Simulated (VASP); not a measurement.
# WC (P-6m2) in VASP: electric field gradients with PBE

Aim: the electric field gradients of WC with PBE.

All numbers are computed with VASP 6.6.1; they aren't measurements. Logs are shortened: lines on timing, memory, paths and dates and some standing lists are left out, and cuts for length are marked.

## Step 1: The cell of the first run

It takes space group P-6m2 (No. 187, hexagonal). Conventional cell: a = 2.907 Å, b = 2.907 Å, c = 2.837 Å, α = 90.00°, β = 90.00°, γ = 120.00°. Within 3.0 Å of W (site symmetry -6m2) lie 6 C at 2.20 Å and 8 W at 2.84 to 2.91 Å. Within 3.0 Å of C (site symmetry -6m2) lie 6 W at 2.20 Å and 8 C at 2.84 to 2.91 Å.

## Step 2: Electric field gradients, PBE, collinear spin

The input, INCAR:

```
SYSTEM = WC
  PREC = Accurate
  ENCUT = 1000
  EDIFF = 1E-8
  ISMEAR = -1
  SIGMA = 0.05
  LREAL = .False.
  LASPH = .True.
  NELM = 200
  ALGO = Normal
  ISIF = 2
  LWAVE = .False.
  LCHARG = .False.
  ISPIN = 2
  MAGMOM = 2 0
  LORBIT = 11
  LMAXMIX = 4
  GGA = PE
  LEFG = .True.
  NBANDS = 20
  GGA_COMPAT = .False.
```

The input, KPOINTS:

```
regular mesh
0
Gamma
  13 13 12
  0 0 0
```

The input, POSCAR:

```
WC
1.0
    2.9065000000      0.0000000000      0.0000000000
   -1.4532500000      2.5171028361      0.0000000000
    0.0000000000      0.0000000000      2.8366000000
W C
1 1
Direct
    0.0000000000      0.0000000000      0.0000000000
    0.6666666667      0.3333333333      0.5000000000
```

Potentials or basis: VASP PAW PBE potentials, release 64 (W_sv, C_h).

Started as:

```bash
> cat potpaw_PBE.64/W_sv/POTCAR potpaw_PBE.64/C_h/POTCAR > POTCAR
> mpirun -np 1 vasp_std > vasp.out
```

OUTCAR:

```text
SYSTEM = WC
   PREC = Accurate
   ENCUT = 1000
   EDIFF = 1E-8
   ISMEAR = -1
   LREAL = .False.
   LASPH = .True.
   NELM = 200
   ISIF = 2
   ISPIN = 2
   LORBIT = 11
   GGA = PE

 ion  position               nearest neighbor table
   1  0.000  0.000  0.000-   2 2.20   2 2.20   2 2.20   2 2.20   2 2.20   2 2.20
   2  0.667  0.333  0.500-   1 2.20   1 2.20   1 2.20   1 2.20   1 2.20   1 2.20

  LATTYP: Found a hexagonal cell.
 ALAT       =     2.9065000000
 C/A-ratio  =     0.9759504559

  Lattice vectors:

 A1 = (   2.9065000000,   0.0000000000,   0.0000000000)
 A2 = (  -1.4532500000,   2.5171028361,   0.0000000000)
 A3 = (   0.0000000000,   0.0000000000,   2.8366000000)

Analysis of symmetry for initial positions (statically):
=====================================================================
 Subroutine PRICEL returns:
 Original cell was already a primitive cell.

 Routine SETGRP: Setting up the symmetry group for a
 hexagonal supercell.

 Subroutine GETGRP returns: Found 12 space group operations
 (whereof 12 operations were pure point group operations)
 out of a pool of 24 trial point group operations.

The static configuration has the point symmetry D_3h.

Analysis of symmetry for dynamics (positions and initial velocities):
=====================================================================
 Subroutine PRICEL returns:
 Original cell was already a primitive cell.

 Routine SETGRP: Setting up the symmetry group for a
 hexagonal supercell.

 Subroutine GETGRP returns: Found 12 space group operations
 (whereof 12 operations were pure point group operations)
 out of a pool of 24 trial point group operations.

The dynamic configuration has the point symmetry D_3h.

Analysis of structural, dynamic, and magnetic symmetry:
=====================================================================
 Subroutine PRICEL returns:
 Original cell was already a primitive cell.

 Routine SETGRP: Setting up the symmetry group for a
 hexagonal supercell.

 Subroutine GETGRP returns: Found 12 space group operations
 (whereof 12 operations were pure point group operations)
 out of a pool of 24 trial point group operations.

The overall configuration has the point symmetry D_3h.

 Subroutine INISYM returns: Found 12 space group operations
[... 707 lines left out ...]

 [... further k-points ...]

 spin component 2

 k-point     1 :       0.0000    0.0000    0.0000
  band No.  band energies     occupation
      1     -62.5915      1.00000
      2     -26.5705      1.00000
      3     -26.4714      1.00000
      4     -26.4714      1.00000
      5      -3.0396      1.00000
      6       7.0995      1.00000
[... 541 lines left out ...]
     19      36.4865      0.00000
     20      37.6337      0.00000

 [... further k-points ...]

------------------------ aborting loop because EDIFF is reached ----------------------------------------

  FORCE on cell =-STRESS in cart. coord.  units (eV):
  Direction    XX          YY          ZZ          XY          YZ          ZX
  --------------------------------------------------------------------------------------
  -------------------------------------------------------------------------------------
  Total        0.8796026      0.8796026      0.8378003      0.0000000      0.0000000      0.0000000
  in kB       67.9090586     67.9090586     64.6817459      0.0000000      0.0000000      0.0000000
  external PRESSURE =      66.8332877 kB  Pullay stress =       0.0000000 kB

 VOLUME and BASIS-vectors are now :
 -----------------------------------------------------------------------------
  energy-cutoff  :     1000.00
  volume of cell :       20.75
      direct lattice vectors                 reciprocal lattice vectors
     2.906500000  0.000000000  0.000000000     0.344056425  0.198641070  0.000000000
    -1.453250000  2.517102836  0.000000000     0.000000000  0.397282139  0.000000000
     0.000000000  0.000000000  2.836600000     0.000000000  0.000000000  0.352534725

 POSITION                                       TOTAL-FORCE (eV/Angst)
 -----------------------------------------------------------------------------------
      0.00000      0.00000      0.00000        -0.000000      0.000000      0.000000
      1.45325      0.83903      1.41830         0.000000     -0.000000      0.000000
 -----------------------------------------------------------------------------------
    total drift:                               -0.000000      0.000000      0.000000

  FREE ENERGIE OF THE ION-ELECTRON SYSTEM (eV)
  ---------------------------------------------------
  free  energy   TOTEN  =       -22.4500068818 eV

  energy  without entropy=      -22.4472087973  energy(sigma->0) =      -22.44860784

 Electric field gradients (V/A^2)
---------------------------------------------------------------------
 ion       V_xx      V_yy      V_zz      V_xy      V_xz      V_yz
---------------------------------------------------------------------
   1      70.278    70.277  -140.555    -0.000    -0.000    -0.000
   2      -0.148    -0.148     0.296     0.000     0.000     0.000
---------------------------------------------------------------------

 Electric field gradients after diagonalization (V/A^2)
 (convention: |V_zz| > |V_xx| > |V_yy|)
----------------------------------------------------------------------
 ion       V_xx      V_yy      V_zz     asymmetry (V_yy - V_xx)/ V_zz
----------------------------------------------------------------------
   1      70.278    70.277  -140.555       0.000
   2      -0.148    -0.148     0.296       0.001
----------------------------------------------------------------------

           NMR quadrupolar parameters

 Cq : quadrupolar parameter    Cq=e*Q*V_zz/h
 eta: asymmetry parameters     (V_yy - V_xx)/ V_zz
 Q  : nuclear electric quadrupole moment in mb (millibarn)
----------------------------------------------------------------------
 ion       Cq(MHz)       eta       Q (mb)
----------------------------------------------------------------------
   1      -0.340       0.000       1.000
   2       0.001       0.001       1.000
----------------------------------------------------------------------

 total charge

# of ion       s       p       d       tot
------------------------------------------
    1        2.348   6.425   3.405  12.178
    2        0.467   0.935   0.000   1.402
--------------------------------------------------
tot          2.816   7.359   3.405  13.580

 magnetization (x)

# of ion       s       p       d       tot
------------------------------------------
    1        0.000   0.000   0.000   0.000
    2        0.000   0.000   0.000   0.000
--------------------------------------------------
tot          0.000   0.000   0.000   0.000
```

OSZICAR:

```text
N       E                     dE             d eps       ncg     rms          rms(c)
DAV:   1     0.171651469918E+03    0.17165E+03   -0.13038E+04 11760   0.160E+03
DAV:   2    -0.168864497603E+02   -0.18854E+03   -0.17920E+03 12704   0.407E+02
DAV:   3    -0.249659865747E+02   -0.80795E+01   -0.79361E+01 13456   0.711E+01
DAV:   4    -0.250261837393E+02   -0.60197E-01   -0.60159E-01 13196   0.641E+00
DAV:   5    -0.250263965611E+02   -0.21282E-03   -0.21282E-03 13344   0.412E-01    0.336E+01
DAV:   6    -0.224905227642E+02    0.25359E+01   -0.33892E+00 15288   0.207E+01    0.953E+00
DAV:   7    -0.224763554784E+02    0.14167E-01   -0.44115E-01 12344   0.467E+00    0.679E+00
DAV:   8    -0.224561222867E+02    0.20233E-01   -0.39278E-02 13340   0.153E+00    0.303E+00
DAV:   9    -0.224498085598E+02    0.63137E-02   -0.39805E-03 12936   0.544E-01    0.371E-01
DAV:  10    -0.224499922246E+02   -0.18366E-03   -0.54434E-04 13080   0.200E-01    0.129E-01
DAV:  11    -0.224499984847E+02   -0.62601E-05   -0.16315E-04 13124   0.121E-01    0.790E-02
DAV:  12    -0.224500089936E+02   -0.10509E-04   -0.15987E-05 13148   0.400E-02    0.744E-03
DAV:  13    -0.224500110394E+02   -0.20458E-05   -0.25556E-06 13056   0.167E-02    0.718E-03
DAV:  14    -0.224500074374E+02    0.36020E-05   -0.75699E-07 13232   0.103E-02    0.261E-03
DAV:  15    -0.224500069124E+02    0.52503E-06   -0.52650E-08 12704   0.259E-03    0.581E-04
DAV:  16    -0.224500068880E+02    0.24413E-07   -0.25501E-09  7904   0.514E-04    0.193E-04
DAV:  17    -0.224500068818E+02    0.62191E-08   -0.45121E-10  6628   0.210E-04
   1 F= -.22450007E+02 E0= -.22448608E+02  d E =-.279808E-02  mag=     0.0000
```

Run time: 4 min. Hardware: 1 thread of Intel Xeon Platinum 8259CL at 2.50GHz (Skylake/Cascade Lake), shared host; peak memory 0.37 GiB.

Results:

- Free energy: -22.4500 eV
- Pressure: 6.7 GPa
- Band gap on the k mesh: zero (filled and empty bands overlap)
- Net moment: 0.00 μB per cell
- Largest electric field gradient by atom: W -140.6; C +0.3 V/Å²
- Valence electrons inside the program's atomic spheres: W 12.18; C 1.40

Levels at points of the mesh, in eV from the Fermi level:
Spin up:
```csv
k point,band 6,band 7,band 8,band 9,band 10,band 11,band 12,band 13
"(0.00, 0.00, 0.00)",-4.32,-3.34,-3.34,0.08,3.23,3.23,5.62,5.62
"(0.00, 0.00, 0.50)",-8.66,-2.02,-2.02,-0.59,-0.59,3.66,4.52,4.52
```
Spin down:
| k point | band 6 | band 7 | band 8 | band 9 | band 10 | band 11 | band 12 | band 13 |
| --- | --- | --- | --- | --- | --- | --- | --- | --- |
| (0.00, 0.00, 0.00) | -4.32 | -3.34 | -3.34 | 0.08 | 3.23 | 3.23 | 5.62 | 5.62 |
| (0.00, 0.00, 0.50) | -8.66 | -2.02 | -2.02 | -0.59 | -0.59 | 3.66 | 4.52 | 4.52 |

Electric field gradients, principal values (V/Å²):
| atom | least | middle | greatest (by size) |
| --- | --- | --- | --- |
| 1 W | 70.277 | 70.278 | -140.555 |
| 2 C | -0.148 | -0.148 | 0.296 |

Caveat: the cell stands under pressure; without QUAD_EFG the Cq values of the log hold for a quadrupole moment of 1 mb, not for the nuclei; spin-orbit coupling is left out, which moves the levels of the heavy elements.
